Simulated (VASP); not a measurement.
Here is a VASP 6.6.1 calculation.

File INCAR:

```
SYSTEM = Rh
ALGO = Normal
EDIFF = 1E-6
ENCUT = 520
GGA = PE
ISIF = 2
ISMEAR = -1
LASPH = .TRUE.
LCHARG = .TRUE.
LELF = .TRUE.
LREAL = .FALSE.
LVHAR = .TRUE.
LWAVE = .FALSE.
NBANDS = 62
NELM = 60
PREC = Accurate
SIGMA = 0.1
```

KPOINTS

```
k-points
0
G
  12 9 1
  0 0 0
```

The input POSCAR:

```
Rh
1.0
    2.7095956933      0.0000000000      0.0000000000
    0.0000000000      3.8319469780      0.0000000000
    0.0000000000      0.0000000000     24.1288000000
Rh
7
Direct
    0.0000000000      0.0000000000      0.3363521863
    0.5000000000      0.5000000000      0.3863735048
    0.0000000000      0.0000000000      0.4447619560
    0.5000000000      0.5000000000      0.4999999996
    0.0000000000      0.0000000000      0.5552380436
    0.5000000000      0.5000000000      0.6136264961
    0.0000000000      0.0000000000      0.6636478136
```

Potentials or basis: VASP PAW PBE potentials, release 64 (Rh_pv).

The run is started by

```console
$ cat potpaw_PBE.64/Rh_pv/POTCAR > POTCAR
$ mpirun -np 1 vasp_std > vasp.out
```

(1) Predict the largest force.

## Answers

(1) 0.009 eV/Å.
